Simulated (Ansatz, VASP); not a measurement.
# Two plane-wave programs on Y

The input INCAR:

```
SYSTEM = Y
PREC     = Accurate       ! precision mode
ENCUT    = 520            ! plane-wave cutoff, eV
EDIFF    = 1E-6           ! SCF threshold, eV
ISMEAR   = -1             ! smearing method
SIGMA    = 0.1            ! smearing width, eV
LREAL    = .FALSE.        ! projectors in reciprocal space
LASPH    = .TRUE.         ! aspherical terms in the spheres
NELM     = 80             ! most SCF steps
ALGO     = Normal         ! electronic algorithm
ISIF     = 2              ! what is computed and relaxed
LWAVE    = .FALSE.        ! write WAVECAR
LCHARG   = .TRUE.         ! write CHGCAR
GGA      = PE             ! functional
LELF     = .TRUE.         ! ELF
LVHAR    = .TRUE.       
NBANDS   = 18             ! bands
```

KPOINTS

```
Automatic mesh
0
G
  16 16 9
  0 0 0
```

POSCAR

```
Y
1.0
    3.7942002734      0.0000000000      0.0000000000
   -1.8971001367      3.2858738238      0.0000000000
    0.0000000000      0.0000000000      5.9182604510
Y
2
Direct
    0.3333333333      0.6666666667      0.2500000000
    0.6666666667      0.3333333333      0.7500000000
```

Input for Ansatz:

```yaml
crystal:
  lattice:
    - [3.7942002734, 0.0, 0.0]
    - [-1.8971001367, 3.2858738238, 0.0]
    - [0.0, 0.0, 5.918260451]
  atoms:
    - { symbol: "Y", position: [0.3333333333, 0.6666666667, 0.25] }
    - { symbol: "Y", position: [0.6666666667, 0.3333333333, 0.75] }
hamiltonian:
  xc: pbe
  pseudopotentials:
    kind: paw
    azcp:
      "Y": "pseudopotentials/Y.paw.azcp"
basis:
  ecutwfc: 420
  fft_grid_basis: typed
kpoints:
  mp_grid: { grid: [16, 16, 9], shift: [0, 0, 0] }
magnetization:
  spin_polarized: false
scf:
  occupations: { method: fermi_dirac, width: 0.1 }
output:
  stress: true
```

Alike in both runs: task single point; functional PBE; k mesh 16 × 16 × 9; occupations fermi-dirac, width 0.1 eV; no spin polarisation.

|  | VASP | Ansatz |
| --- | --- | --- |
| version | VASP 6.6.1 | Ansatz 0.2.0 |
| potentials or method | VASP PAW PBE potentials, release 64 (Y_sv), cutoff 520 eV | plane waves (420 eV) with PAW, scalar-relativistic |
| valence electrons in the cell | 22 | 22 |

|  | VASP | Ansatz | Ansatz less VASP |
| --- | --- | --- | --- |
| pressure (GPa) | -3.9 | -3.8 | +0.07 |
| traceless stress, the component that is largest in VASP (GPa) | 0.06 | 0.06 | 0.000 |
